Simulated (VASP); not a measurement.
SnTe3: single point with r2SCAN

The system is SnTe3.

```
Te Sn
1.0
     0.00000    3.91203    3.91203
     3.91203    0.00000    3.91203
     3.91203    3.91203    0.00000
Te Sn
3 1
Direct
  0.50000 0.50000 0.50000
  0.75000 0.75000 0.75000
  0.25000 0.25000 0.25000
  0.00000 0.00000 0.00000
```

```json
{"Program": "VASP 6.6.1", "Task": "single point", "Functional": "r2SCAN", "Potentials or basis": "VASP PAW PBE potentials, release 64 (Te, Sn_d)", "Cutoff": "520 eV", "k mesh": "6 × 6 × 6", "Occupations": "fermi-dirac, width 0.05 eV", "Spin": "no spin polarisation", "Dipole correction": "no", "Further INCAR settings": "ALGO = Normal; EDIFF = 1e-06; NBANDS = 24"}
```

```json
{
 "Pressure": "-1.8 GPa",
 "Band gap on the k mesh": "zero (band 16 reaches 7.51 eV, above the bottom of band 17 at 5.29 eV)"
}
```

Levels at points of the mesh, in eV from the Fermi level:
| k point | band 13 | band 14 | band 15 | band 16 | band 17 | band 18 | band 19 | band 20 |
| --- | --- | --- | --- | --- | --- | --- | --- | --- |
| (0.00, 0.00, 0.00) | -3.24 | -3.24 | -3.24 | -1.80 | -1.80 | -1.80 | 3.70 | 3.70 |
| (0.50, 0.00, 0.00) | -3.37 | -2.09 | -1.92 | 0.42 | 0.42 | 1.22 | 2.01 | 2.01 |
| (0.50, 0.50, 0.00) | -0.92 | -0.64 | -0.64 | -0.04 | 0.15 | 0.15 | 2.18 | 3.45 |

Wall time 120 s on 1 thread of Intel(R) Xeon(R) Platinum 8488C (Sapphire Rapids), with other jobs on the host, peak memory 0.3 GiB.

Caveat: the PAW data sets were made with another functional, which shifts forces and pressure a little; spin-orbit coupling is left out, which moves the levels of the heavy elements.
